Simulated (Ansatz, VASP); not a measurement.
**AlRu: VASP beside Ansatz**

```xyz
2
Lattice="2.9916 0.0000 0.0000 0.0000 2.9916 0.0000 0.0000 0.0000 2.9916" Properties=species:S:1:pos:R:3 pbc="T T T"
Ru    1.4958    1.4958    1.4958
Al    0.0000    0.0000    0.0000
```

Alike in both runs: task relaxation of cell and atoms; functional PBEsol; dispersion D4; k mesh 9 × 9 × 9; occupations fermi-dirac, width 0.05 eV; no spin polarisation.

```csv
,VASP,Ansatz
version,VASP 6.6.1,Ansatz 0.2.0
potentials or method,"VASP PAW PBE potentials, release 64 (Ru_pv, Al)",Ansatz PAW
plane-wave cutoff (eV),600,420
valence electrons in the cell,17,19
```

```csv
,VASP,Ansatz,Ansatz less VASP
"gap on the k mesh at the Fermi level, each at its own relaxed structure (eV)",none,none,-
relaxed volume (Å³/atom),13.00,12.99,-0.008
relaxed cell length with the largest relative difference (Å),2.963,2.962,-0.0006
```

VASP's potentials were made for PBE, not for PBEsol. A gap of «none» marks a metal or a gap that the smearing closes. VASP's potentials hold 17 valence electrons a cell and Ansatz's 19, so a difference there can come from the potentials and not from the codes.

Noted on Ansatz's run: the plane-wave basis is chosen anew once the cell has moved, so the energies of steps on either side of that aren't comparable.
